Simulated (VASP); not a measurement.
# W (Im-3m) in VASP: further runs, part 2 of 2

VASP 6.6.1. Earlier steps stand in the parts before.

## Step 3: Relaxation of cell and atoms, PBE

This run uses another cell than the first one, of 15.78 Å³/atom, 0.977 times its volume.

The input, INCAR:

```
SYSTEM = W
PREC     = Accurate       ! precision mode
ENCUT    = 600            ! plane-wave cutoff, eV
EDIFF    = 1E-6           ! SCF threshold, eV
ISMEAR   = -1             ! smearing method
SIGMA    = 0.1            ! smearing width, eV
LREAL    = .False.        ! projectors in reciprocal space
LASPH    = .True.         ! aspherical terms in the spheres
NELM     = 60             ! most SCF steps
ALGO     = Normal         ! electronic algorithm
ISIF     = 3              ! what is computed and relaxed
LWAVE    = .False.        ! write WAVECAR
LCHARG   = .False.        ! write CHGCAR
GGA      = PE             ! functional
IBRION   = 2              ! ionic algorithm
NSW      = 60             ! ionic steps
EDIFFG   = -0.01          ! ionic threshold
```

The input, KPOINTS:

```
regular mesh
0
Gamma
  10 10 10
  0 0 0
```

The input, POSCAR:

```
W
1.0
    1.5800000000      1.5800000000      1.5800000000
   -1.5800000000      1.5800000000      1.5800000000
   -1.5800000000     -1.5800000000      1.5800000000
W
1
Direct
    0.0000000000      0.0000000000      0.0000000000
```

Potentials or basis: VASP PAW PBE potentials, release 64 (W_sv).

Command:

```console
$ cat potpaw_PBE.64/W_sv/POTCAR > POTCAR
$ mpirun -np 1 vasp_std > vasp.out
```

OUTCAR:

```text
SYSTEM = W
   PREC = Accurate
   ENCUT = 600
   EDIFF = 1E-6
   ISMEAR = -1
   LREAL = .False.
   LASPH = .True.
   NELM = 60
   ISIF = 3
   GGA = PE
   IBRION = 2
   NSW = 60
   EDIFFG = -0.01

 ion  position               nearest neighbor table
   1  0.000  0.000  0.000-

  LATTYP: Found a body centered cubic cell.
 ALAT       =     3.1600000000

  Lattice vectors:

 A1 = (   1.5800000000,  -1.5800000000,  -1.5800000000)
 A2 = (   1.5800000000,   1.5800000000,   1.5800000000)
 A3 = (  -1.5800000000,  -1.5800000000,   1.5800000000)

Analysis of symmetry for initial positions (statically):
=====================================================================
 Subroutine PRICEL returns:
 Original cell was already a primitive cell.

 Routine SETGRP: Setting up the symmetry group for a
 body centered cubic supercell.

 Subroutine GETGRP returns: Found 48 space group operations
 (whereof 48 operations were pure point group operations)
 out of a pool of 48 trial point group operations.

The static configuration has the point symmetry O_h .

Analysis of symmetry for dynamics (positions and initial velocities):
=====================================================================
 Subroutine PRICEL returns:
 Original cell was already a primitive cell.

 Routine SETGRP: Setting up the symmetry group for a
 body centered cubic supercell.

 Subroutine GETGRP returns: Found 48 space group operations
 (whereof 48 operations were pure point group operations)
 out of a pool of 48 trial point group operations.

The dynamic configuration has the point symmetry O_h .

 Subroutine INISYM returns: Found 48 space group operations
 (whereof 48 operations are pure point group operations),
 and found     1 'primitive' translations
[... 120 lines left out ...]
   AEXX    =    0.0000 exact exchange contribution
   IVDW    =     0    specifies the selected vdW correction
   LEPSILON=     F    determine dielectric tensor
   LRPA    =     F    only Hartree local field effects (RPA)
 conjugate gradient relaxation of ions
 non-spin polarized calculation
  energy-cutoff  :      600.00
  volume of cell :       15.78
 maximum number of plane-waves:       543
 NGX is ok and might be reduce to    24
   NGX = 11   NGY = 11   NGZ = 11

--------------------------------------- Ionic step        1  -------------------------------------------

 number of electron      14.0000001 magnetization

 Free energy of the ion-electron system (eV)
  ---------------------------------------------------
  ext. energy  EPLUGINS =         0.00000000
  ---------------------------------------------------
  free energy    TOTEN  =       -12.94758940 eV

  energy without entropy =      -12.93006478  energy(sigma->0) =      -12.93882709

------------------------ aborting loop because EDIFF is reached ----------------------------------------

  FORCE on cell =-STRESS in cart. coord.  units (eV):
  Direction    XX          YY          ZZ          XY          YZ          ZX
  --------------------------------------------------------------------------------------
  -------------------------------------------------------------------------------------
  Total        0.7999740      0.7999740      0.7999740     -0.0000000     -0.0000000     -0.0000000
  in kB       81.2372480     81.2372480     81.2372480     -0.0000000     -0.0000000     -0.0000000
  external PRESSURE =      81.2372480 kB  Pullay stress =       0.0000000 kB
[... 92 lines left out ...]
--------------------------------------- Ionic step        4  -------------------------------------------

 number of electron      14.0000002 magnetization

 Free energy of the ion-electron system (eV)
  ---------------------------------------------------
  ext. energy  EPLUGINS =         0.00000000
  ---------------------------------------------------
  free energy    TOTEN  =       -12.95750194 eV

  energy without entropy =      -12.93947777  energy(sigma->0) =      -12.94848985

 E-fermi :  11.2584     XC(G=0): -13.5272

 val. band max:       11.2088413072   @ k =   0.5000   0.2000   0.2000
 cond. band min:      11.3621613923   @ k =   0.2000   0.1000   0.0000
 fundamental gap:      0.1533200851
 Fermi energy:        11.2583634833

 k-point     1 :       0.0000    0.0000    0.0000
  band No.  band energies     occupation
      1     -63.0731      2.00000
      2     -26.6633      2.00000
      3     -26.6633      2.00000
      4     -26.6633      2.00000
      5       1.6267      2.00000
      6       9.9473      2.00000
      7       9.9473      2.00000
      8       9.9473      2.00000
      9      13.3579      0.00000
     10      13.3579      0.00000
     11      25.6215      0.00000
[... 309 lines left out ...]
 k-point    24 :       0.5000    0.3000    0.1000
  band No.  band energies     occupation
      1     -62.9322      2.00000
      2     -27.6494      2.00000
      3     -27.2959      2.00000
      4     -26.8587      2.00000
      5       6.8374      2.00000
      6       7.7160      2.00000
      7       9.0925      2.00000
      8      12.5393      0.00001
      9      14.1720      0.00000
     10      18.2827      0.00000
     11      21.7791      0.00000

 [... further k-points ...]
[... 5 lines left out ...]
  --------------------------------------------------------------------------------------
  -------------------------------------------------------------------------------------
  Total       -0.0026169     -0.0026169     -0.0026169     -0.0000000      0.0000000      0.0000000
  in kB       -0.2591441     -0.2591441     -0.2591441     -0.0000000      0.0000000      0.0000000
  external PRESSURE =      -0.2591441 kB  Pullay stress =       0.0000000 kB
[... 16 lines left out ...]
  FREE ENERGIE OF THE ION-ELECTRON SYSTEM (eV)
  ---------------------------------------------------
  free  energy   TOTEN  =       -12.9575019351 eV

  energy  without entropy=      -12.9394777680  energy(sigma->0) =      -12.94848985

 reached required accuracy - stopping structural energy minimisation
```

Wall time 9 s (1 thread of Intel Xeon 6975P-C (Granite Rapids), shared host); peak memory 0.15 GiB.

Results:

| Property | Result |
| --- | --- |
| Free energy | -12.9575 eV |
| Relaxed volume | 16.18 Å³/atom |
| Relaxed cell | a = 2.760 Å, b = 2.760 Å, c = 2.760 Å, α = 70.53°, β = 109.47°, γ = 70.53° |
| Space group after relaxing (to 0.05 Å) | Im-3m (No. 229) |
| Energy gained by relaxing | 9.9 meV/atom |
| Ionic steps | 4 |
| Pressure after relaxing | 0.0 GPa |
| Band gap on the k mesh | zero (band 7 reaches 16.16 eV, above the bottom of band 8 at 9.95 eV) |

Step by step:
```
step  energy change (eV)  largest force (eV/Å)  pressure (GPa)  volume (Å³)
   1              0.0000                0.0000            8.12        15.78
   2              0.1038                0.0000          -22.46        17.68
   3             -0.0099                0.0000           -0.28        16.19
   4             -0.0099                0.0000           -0.03        16.18
```

Final structure:
```cif
data_structure
_symmetry_space_group_name_H-M 'P 1'
_symmetry_Int_Tables_number 1
_cell_length_a 2.7597
_cell_length_b 2.7597
_cell_length_c 2.7597
_cell_angle_alpha 70.529
_cell_angle_beta 109.471
_cell_angle_gamma 70.529
_cell_volume 16.18
loop_
_atom_site_label
_atom_site_type_symbol
_atom_site_fract_x
_atom_site_fract_y
_atom_site_fract_z
_atom_site_occupancy
W1 W 0.00000 0.00000 0.00000 1
```

Caveat: spin-orbit coupling is left out, which moves the levels of the heavy elements.
